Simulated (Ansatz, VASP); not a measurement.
# One calculation of HC6, two programs

```
C H
1.0
     4.93269    0.00000    0.00000
     0.00000    8.52230    0.00000
     0.00000    0.00000   22.94161
C H
12 2
Direct
  0.00000 0.00000 0.17436
  0.50000 0.00000 0.17436
  0.25000 0.00000 0.20539
  0.75000 0.00000 0.20539
  0.25000 0.00000 0.26746
  0.75000 0.00000 0.26746
  0.00000 0.00000 0.29771
  0.50000 0.00000 0.29771
  0.00000 0.00000 0.36262
  0.50000 0.00000 0.36262
  0.25000 0.00000 0.38976
  0.75000 0.00000 0.38976
  0.15685 0.00000 0.50309
  0.34315 0.00000 0.50309
```

Alike in both runs: task single point; functional PBE; k mesh 6 × 3 × 1; occupations gaussian, width 0.1 eV; no spin polarisation.

|  | VASP | Ansatz |
| --- | --- | --- |
| version | VASP 6.6.1 | Ansatz 0.2.0 |
| potentials or method | VASP PAW PBE potentials, release 64 (C, H), cutoff 520 eV | scalar-relativistic, plane waves, PAW |
| valence electrons in the cell | 50 | 50 |

Ansatz gave:

```
gap on the k mesh at the Fermi level (eV) : 0.07
least direct gap on the mesh (eV)         : 0.07
rms of the force components (eV/Å)        : 1.133
```

Problem. Estimate VASP's values.

Solution. gap on the k mesh at the Fermi level (eV): 0.07; least direct gap on the mesh (eV): 0.07; rms of the force components (eV/Å): 1.129.

Atom by atom the forces differ by 0.014 eV/Å (rms over components).
